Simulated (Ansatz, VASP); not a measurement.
# NaF: VASP beside Ansatz

```
CELL_PARAMETERS angstrom
0.00000 2.32330 2.32330
2.32330 0.00000 2.32330
2.32330 2.32330 0.00000
ATOMIC_POSITIONS crystal
Na 0.00000 0.00000 0.00000
F 0.48278 0.51722 0.51722
```

Alike in both runs: task electric field gradients; functional PBE; k mesh 10 × 10 × 10; occupations fermi-dirac, width 0.02 eV; no spin polarisation.

|  | VASP | Ansatz |
| --- | --- | --- |
| version | VASP 6.6.1 | Ansatz 0.2.0 |
| potentials or method | VASP PAW PBE potentials, release 64 (Na_pv, F) | PAW with Ansatz's default frozen-core files, scalar-relativistic |
| plane-wave cutoff (eV) | 520 | 420 |
| valence electrons in the cell | 14 | 16 |

VASP gave:

```
gap on the k mesh at the Fermi level (eV)                     : 6.26
pressure (GPa)                                                : 1.8
traceless stress, the component that is largest in VASP (GPa) : 0.49
rms of the force components (eV/Å)                            : 0.113
size of Vzz on the site where it differs most (V/Å²)          : 0.7
```

Task: Which values does Ansatz return?

Result: gap on the k mesh at the Fermi level (eV): 6.27; pressure (GPa): 1.9; traceless stress, the component that is largest in VASP (GPa): 0.47; rms of the force components (eV/Å): 0.109; size of Vzz on the site where it differs most (V/Å²): 0.6.

Atom by atom the forces differ by 0.004 eV/Å (rms over components). VASP's potentials hold 14 valence electrons a cell and Ansatz's 16, so a difference there can come from the potentials and not from the codes.
